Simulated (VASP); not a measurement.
Set up this calculation in VASP 6.6.1, as the native input.

```
Task                   : single point
Functional             : LDA
Potentials or basis    : VASP PAW LDA potentials, release 64 (Pd, Al)
Cutoff                 : 520 eV
k mesh                 : 7 × 7 × 7
Occupations            : fermi-dirac, width 0.05 eV
Spin                   : no spin polarisation
Dipole correction      : no
Further INCAR settings : ALGO = Fast; EDIFF = 1e-06; NBANDS = 18
```

The structure of Al3Pd lies in POSCAR:

```
Al3Pd
1.0
    3.9730492386      0.0000000000      0.0000000000
    0.0000000000      3.9730492386      0.0000000000
    0.0000000000      0.0000000000      3.9730492386
Pd Al
1 3
Direct
    0.0000000000      0.0000000000      0.0000000000
    0.5000000000      0.5000000000      0.0000000000
    0.5000000000      0.0000000000      0.5000000000
    0.0000000000      0.5000000000      0.5000000000
```

This cell differs from its parent crystal: volume scaled by 1.02.

One way to write it, as run:

INCAR

```
  ALGO = Fast
  EDIFF = 1E-6
  ENCUT = 520
  ISIF = 2
  ISMEAR = -1
  LASPH = T
  LCHARG = F
  LREAL = F
  LWAVE = F
  NBANDS = 18
  NELM = 80
  PREC = Accurate
  SIGMA = 0.05
```

KPOINTS

```
k-points
0
Gamma
  7 7 7
```

Potentials or basis: VASP PAW LDA potentials, release 64 (Pd, Al).

Launch:

```bash
$ cat potpaw_LDA.64/Pd/POTCAR potpaw_LDA.64/Al/POTCAR > POTCAR
$ mpirun -np 1 vasp_std > vasp.out
```

It gave:

| Quantity | Value |
| --- | --- |
| Pressure | -6.5 GPa |

It used 20 s of CPU time on 1 thread of AMD EPYC 7R13 Processor (Zen 3), on a shared host.
